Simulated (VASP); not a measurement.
# Ti (Pm-3m) in VASP: single point with LDA

Aim: the single point of Ti with LDA.

All numbers are computed with VASP 6.6.1; they aren't measurements. Logs are shortened: lines on timing, memory, paths and dates and some standing lists are left out, and cuts for length are marked.

## Step 1: The cell of the first run

The structure is cubic, space group Pm-3m (No. 221). The conventional cell has a = 3.115 Å, b = 3.115 Å, c = 3.115 Å, α = 90.00°, β = 90.00°, γ = 90.00°. Within 4.1 Å of Ti (site symmetry m-3m) lie 6 Ti at 3.12 Å.

## Step 2: Single point, LDA

Contents of INCAR:

```
SYSTEM = Ti
PREC = Accurate
ENCUT = 520
EDIFF = 1E-6
ISMEAR = -1
SIGMA = 0.1
LREAL = .FALSE.
LASPH = .TRUE.
NELM = 80
ALGO = Normal
ISIF = 2
LWAVE = .FALSE.
LCHARG = .FALSE.
GGA = CA
NBANDS = 12
```

Contents of KPOINTS:

```
regular mesh
0
G
  9 9 9
  0 0 0
```

Contents of POSCAR:

```
Ti
1.0
    3.1152020000      0.0000000000      0.0000000000
    0.0000000000      3.1152020000      0.0000000000
    0.0000000000      0.0000000000      3.1152020000
Ti
1
Direct
    0.5000000000      0.5000000000      0.5000000000
```

Potentials or basis: VASP PAW LDA potentials, release 64 (Ti_sv).

Run with:

```bash
cat potpaw_LDA.64/Ti_sv/POTCAR > POTCAR
mpirun -np 1 vasp_std > vasp.out
```

OUTCAR:

```text
SYSTEM = Ti
   PREC = Accurate
   ENCUT = 520
   EDIFF = 1E-6
   ISMEAR = -1
   LREAL = .FALSE.
   LASPH = .TRUE.
   NELM = 80
   ISIF = 2
   GGA = CA

 ion  position               nearest neighbor table
   1  0.500  0.500  0.500-

  LATTYP: Found a simple cubic cell.
 ALAT       =     3.1152020000

  Lattice vectors:

 A1 = (   3.1152020000,   0.0000000000,   0.0000000000)
 A2 = (   0.0000000000,   3.1152020000,   0.0000000000)
 A3 = (   0.0000000000,   0.0000000000,   3.1152020000)

Analysis of symmetry for initial positions (statically):
=====================================================================
 Subroutine PRICEL returns:
 Original cell was already a primitive cell.

 Routine SETGRP: Setting up the symmetry group for a
 simple cubic supercell.

 Subroutine GETGRP returns: Found 48 space group operations
 (whereof 48 operations were pure point group operations)
 out of a pool of 48 trial point group operations.

The static configuration has the point symmetry O_h .

Analysis of symmetry for dynamics (positions and initial velocities):
=====================================================================
 Subroutine PRICEL returns:
 Original cell was already a primitive cell.

 Routine SETGRP: Setting up the symmetry group for a
 simple cubic supercell.

 Subroutine GETGRP returns: Found 48 space group operations
 (whereof 48 operations were pure point group operations)
 out of a pool of 48 trial point group operations.

The dynamic configuration has the point symmetry O_h .

 Subroutine INISYM returns: Found 48 space group operations
 (whereof 48 operations are pure point group operations),
 and found     1 'primitive' translations

----------------------------------------------------------------------------------------

                                     Primitive cell

  volume of cell :      30.2314

  direct lattice vectors                    reciprocal lattice vectors
     3.115202000  0.000000000  0.000000000     0.321006471  0.000000000  0.000000000
     0.000000000  3.115202000  0.000000000     0.000000000  0.321006471  0.000000000
     0.000000000  0.000000000  3.115202000     0.000000000  0.000000000  0.321006471

  length of vectors
     3.115202000  3.115202000  3.115202000     0.321006471  0.321006471  0.321006471

  position of ions in fractional coordinates (direct lattice)
     0.500000000  0.500000000  0.500000000

  ion indices of the primitive-cell ions
   primitive index   ion index
                 1           1

----------------------------------------------------------------------------------------

 KPOINTS: regular mesh

Automatic generation of k-mesh.
 Grid dimensions read from file:
 generate k-points for:    9    9    9

 Generating k-lattice:

  Cartesian coordinates                     Fractional coordinates (reciprocal lattice)
     0.035667386  0.000000000  0.000000000     0.111111111  0.000000000  0.000000000
     0.000000000  0.035667386  0.000000000     0.000000000  0.111111111  0.000000000
     0.000000000  0.000000000  0.035667386     0.000000000  0.000000000  0.111111111

  Length of vectors
     0.035667386  0.035667386  0.035667386

  Shift w.r.t. Gamma in fractional coordinates (k-lattice)
     0.000000000  0.000000000  0.000000000

 Subroutine IBZKPT returns following result:
 ===========================================

 Found     35 irreducible k-points:

 Following reciprocal coordinates:
            Coordinates               Weight
  0.000000  0.000000  0.000000      1.000000
  0.111111  0.000000  0.000000      6.000000
  0.222222  0.000000  0.000000      6.000000
  0.333333  0.000000  0.000000      6.000000
  0.444444  0.000000  0.000000      6.000000
  0.111111  0.111111  0.000000     12.000000
[... 16 lines left out ...]
  0.333333  0.333333  0.111111     24.000000
  0.444444  0.333333  0.111111     48.000000
 [... further k-points ...]
   k-points           NKPTS =     35   k-points in BZ     NKDIM =     35   number of bands    NBANDS=     12
   number of dos      NEDOS =    301   number of ions     NIONS =      1
   total plane-waves  NPLWV =  13824
   dimension x,y,z NGX =    24 NGY =   24 NGZ =   24
   dimension x,y,z NGXF=    48 NGYF=   48 NGZF=   48
   ions per type =               1
   NGX,Y,Z   is equivalent  to a cutoff of  12.81, 12.81, 12.81 a.u.
   NGXF,Y,Z  is equivalent  to a cutoff of  25.62, 25.62, 25.62 a.u.
 SYSTEM =  Ti
   PREC   = accura    normal or accurate (medium, high low for compatibility)
   ISTART =      0    job   : 0-new  1-cont  2-samecut
   ICHARG =      2    charge: 1-file 2-atom 10-const
   ISPIN  =      1    spin polarized calculation?
   LNONCOLLINEAR =      F non collinear calculations
   LSORBIT =      F    spin-orbit coupling
   LASPH  =      T    aspherical Exc in radial PAW
   ENCUT  =  520.0 eV  38.22 Ry    6.18 a.u.   5.79  5.79  5.79*2*pi/ulx,y,z
   NELM   =     80;   NELMIN=  2; NELMDL= -5     # of ELM steps
   EDIFF  = 0.1E-05   stopping-criterion for ELM
   LREAL  =      F    real-space projection
   EDIFFG = 0.1E-04   stopping-criterion for IOM
   NSW    =      0    number of steps for IOM
   IBRION =     -1    ionic relax: 0-MD 1-quasi-New 2-CG
   NFREE  =      0    steps in history (QN), initial steepest desc. (CG)
   ISIF   =      2    stress and relaxation
   ISYM   =      2    0-nonsym 1-usesym 2-fastsym
   POTIM  = 0.5000    time-step for ionic-motion
   TEBEG  =    0.0;   TEEND  =   0.0 temperature during run
   PSTRESS=    0.0 pullay stress
   NELECT =      12.0000    total number of electrons
   NUPDOWN=      -1.0000    fix difference up-down
   EMIN   =  10.00;   EMAX   =-10.00  energy-range for DOS
   EFERMI =   0.00;   METHOD = LEGACY
   ISMEAR =    -1;   SIGMA  =   0.10  broadening in eV -4-tet -1-fermi 0-gaus
   EFERMI_NEDOS =   21; number of points for ismear=-14 and -15
   IALGO  =     38    algorithm
   IMIX   =      4    mixing-type and parameters
     AMIX     =   0.40;   BMIX     =  1.00
     AMIX_MAG =   1.60;   BMIX_MAG =  1.00
  volume/ion in A,a.u.               =      30.23       204.01
  Fermi-wavevector in a.u.,A,eV,Ry     =   1.203139  2.273602 19.695015  1.447543
  Thomas-Fermi vector in A             =   2.338900
   LORBIT       =      0    0 simple, 1 ext, 2 COOP (PROOUT), +10 PAW based schemes
   GGA     = CA    functional components
   LHFCALC =     F    Hartree Fock is set to
   AEXX    =    0.0000 exact exchange contribution
   IVDW    =     0    specifies the selected vdW correction
   LEPSILON=     F    determine dielectric tensor
   LRPA    =     F    only Hartree local field effects (RPA)
 non-spin polarized calculation
  energy-cutoff  :      520.00
  volume of cell :       30.23
 maximum number of plane-waves:       825
 NGX is ok and might be reduce to    24
   NGX = 11   NGY = 11   NGZ = 11

 number of electron      11.9999999 magnetization

 Free energy of the ion-electron system (eV)
  ---------------------------------------------------
  ext. energy  EPLUGINS =         0.00000000
  ---------------------------------------------------
  free energy    TOTEN  =        -6.55728451 eV

  energy without entropy =       -6.44455418  energy(sigma->0) =       -6.50091935

 E-fermi :   3.2156     XC(G=0):  -9.2702

 val. band max:        3.1943543060   @ k =   0.3333   0.1111   0.0000
 cond. band min:       3.2156554572   @ k =   0.3333   0.1111   0.1111
 fundamental gap:      0.0213011511
 Fermi energy:         3.2156330799

 k-point     1 :       0.0000    0.0000    0.0000
  band No.  band energies     occupation
      1     -53.3652      2.00000
      2     -29.8747      2.00000
      3     -29.8747      2.00000
      4     -29.8747      2.00000
      5      -1.2049      2.00000
      6       2.5948      1.99598
      7       2.5948      1.99598
      8       5.2818      0.00000
      9       5.2818      0.00000
     10       5.2818      0.00000
     11      14.2980      0.00000
     12      14.2980      0.00000

 k-point     2 :       0.1111    0.0000    0.0000
  band No.  band energies     occupation
      1     -53.3632      2.00000
      2     -29.8961      2.00000
      3     -29.8729      2.00000
      4     -29.8729      2.00000
      5      -0.9944      2.00000
      6       2.6346      1.99402
      7       2.6949      1.98910
      8       5.1627      0.00000
      9       5.1627      0.00000
     10       5.2910      0.00000
     11      12.6536      0.00000
     12      14.6119      0.00000

 k-point     3 :       0.2222    0.0000    0.0000
  band No.  band energies     occupation
      1     -53.3578      2.00000
      2     -29.9502      2.00000
      3     -29.8685      2.00000
      4     -29.8685      2.00000
      5      -0.3945      2.00000
      6       2.7379      1.98331
      7       2.9403      1.88016
      8       4.8813      0.00000
      9       4.8813      0.00000
     10       5.3143      0.00000
     11      10.2926      0.00000
     12      15.4748      0.00000

 k-point     4 :       0.3333    0.0000    0.0000
  band No.  band energies     occupation
      1     -53.3518      2.00000
      2     -30.0111      2.00000
      3     -29.8634      2.00000
      4     -29.8634      2.00000
      5       0.4889      2.00000
      6       2.8598      1.94462
      7       3.1484      1.32416
      8       4.5900      0.00000
      9       4.5900      0.00000
     10       5.3410      0.00000
     11       8.3261      0.00000
     12      16.7111      0.00000

 k-point     5 :       0.4444    0.0000    0.0000
  band No.  band energies     occupation
      1     -53.3478      2.00000
      2     -30.0506      2.00000
      3     -29.8601      2.00000
      4     -29.8601      2.00000
      5       1.3653      2.00000
      6       2.9421      1.87811
      7       3.0725      1.61421
      8       4.4133      0.00001
      9       4.4133      0.00001
     10       5.3585      0.00000
     11       7.1723      0.00000
     12      16.9094      0.00000
[... 228 lines left out ...]
      1     -53.3425      2.00000
      2     -30.0009      2.00000
      3     -29.9351      2.00000
      4     -29.8780      2.00000
      5       1.3500      2.00000
      6       3.1071      1.49493
      7       3.5431      0.07293
      8       4.2737      0.00005
      9       4.7354      0.00000
     10       4.8650      0.00000
     11       9.0658      0.00000
     12      12.4322      0.00000

 k-point    22 :       0.4444    0.2222    0.1111
  band No.  band energies     occupation
      1     -53.3385      2.00000
      2     -30.0397      2.00000
      3     -29.9312      2.00000
      4     -29.8746      2.00000
      5       2.1675      1.99994
      6       2.8151      1.96421
      7       3.5256      0.08623
      8       4.1169      0.00024
      9       4.8874      0.00000
     10       5.4050      0.00000
     11       7.4152      0.00000
     12      13.6270      0.00000

 k-point    23 :       0.3333    0.3333    0.1111
  band No.  band energies     occupation
      1     -53.3365      2.00000
      2     -29.9956      2.00000
      3     -29.9931      2.00000
      4     -29.8729      2.00000
      5       1.9056      2.00000
      6       3.0260      1.73896
      7       4.0667      0.00040
      8       4.2329      0.00008
      9       4.7058      0.00000
     10       4.9307      0.00000
     11       8.9949      0.00000
     12      11.0840      0.00000

 k-point    24 :       0.4444    0.3333    0.1111
  band No.  band energies     occupation
      1     -53.3326      2.00000
      2     -30.0327      2.00000
      3     -29.9901      2.00000
      4     -29.8695      2.00000
      5       2.2509      1.99987
      6       2.9694      1.84291
      7       4.1445      0.00018
      8       4.1728      0.00014
      9       4.8109      0.00000
     10       5.8469      0.00000
     11       7.5840      0.00000
     12      11.6806      0.00000

 [... further k-points ...]

------------------------ aborting loop because EDIFF is reached ----------------------------------------

  FORCE on cell =-STRESS in cart. coord.  units (eV):
  Direction    XX          YY          ZZ          XY          YZ          ZX
  --------------------------------------------------------------------------------------
  -------------------------------------------------------------------------------------
  Total       -3.4946527     -3.4946527     -3.4946527      0.0000000      0.0000000      0.0000000
  in kB     -185.2063875   -185.2063875   -185.2063875      0.0000000      0.0000000      0.0000000
  external PRESSURE =    -185.2063875 kB  Pullay stress =       0.0000000 kB

 VOLUME and BASIS-vectors are now :
 -----------------------------------------------------------------------------
  energy-cutoff  :      520.00
  volume of cell :       30.23
      direct lattice vectors                 reciprocal lattice vectors
     3.115202000  0.000000000  0.000000000     0.321006471  0.000000000  0.000000000
     0.000000000  3.115202000  0.000000000     0.000000000  0.321006471  0.000000000
     0.000000000  0.000000000  3.115202000     0.000000000  0.000000000  0.321006471

 POSITION                                       TOTAL-FORCE (eV/Angst)
 -----------------------------------------------------------------------------------
      1.55760      1.55760      1.55760         0.000000      0.000000      0.000000
 -----------------------------------------------------------------------------------
    total drift:                                0.000000     -0.000000     -0.000000

  FREE ENERGIE OF THE ION-ELECTRON SYSTEM (eV)
  ---------------------------------------------------
  free  energy   TOTEN  =        -6.5572845133 eV

  energy  without entropy=       -6.4445541822  energy(sigma->0) =       -6.50091935
```

It took 7.9 s on 1 thread of Intel Xeon 6975P-C, shared host; peak memory 0.13 GiB.

What came out:

```
Free energy            : -6.5573 eV
Pressure               : -18.5 GPa
Band gap on the k mesh : zero (band 6 reaches 3.52 eV, above the bottom of band 7 at 2.59 eV)
```
